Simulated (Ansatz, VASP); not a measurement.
## Zn3GeN in VASP and in Ansatz

```
Zn Ge N
1.0
     3.67154    0.00000    0.00000
     0.00000    3.67154    0.00000
     0.00000    0.00000    5.86530
Zn Ge N
3 1 1
Direct
  0.00000 0.50000 0.49571
  0.50000 0.50000 0.98551
  0.50000 0.00000 0.49571
  0.00000 0.00000 0.14577
  0.50000 0.50000 0.64990
```

Change from the starting cell: species swapped into the PrBPt3 type (P4mm, No. 99).

Alike in both runs: task relaxation of cell and atoms; functional PBE; k mesh 6 × 6 × 4; occupations gaussian, width 0.1 eV; no spin polarisation.

```csv
,VASP,Ansatz
version,VASP 6.6.1,Ansatz 0.2.0
potentials or method,"VASP PAW PBE potentials, release 64 (Zn, Ge_d, N), cutoff 600 eV","scalar-relativistic, plane waves, PAW"
valence electrons in the cell,55,55
```

VASP gave:

| Property | Result |
| --- | --- |
| gap on the k mesh at the Fermi level, each at its own relaxed structure (eV) | none |
| relaxed volume (Å³/atom) | 16.04 |
| relaxed length of the cell vector where the two differ most in proportion (Å) | 3.688 |

Estimate Ansatz's values.

gap on the k mesh at the Fermi level, each at its own relaxed structure (eV): none; relaxed volume (Å³/atom): 15.92; relaxed length of the cell vector where the two differ most in proportion (Å): 3.676.

A gap of «none» marks a metal or a gap that the smearing closes.
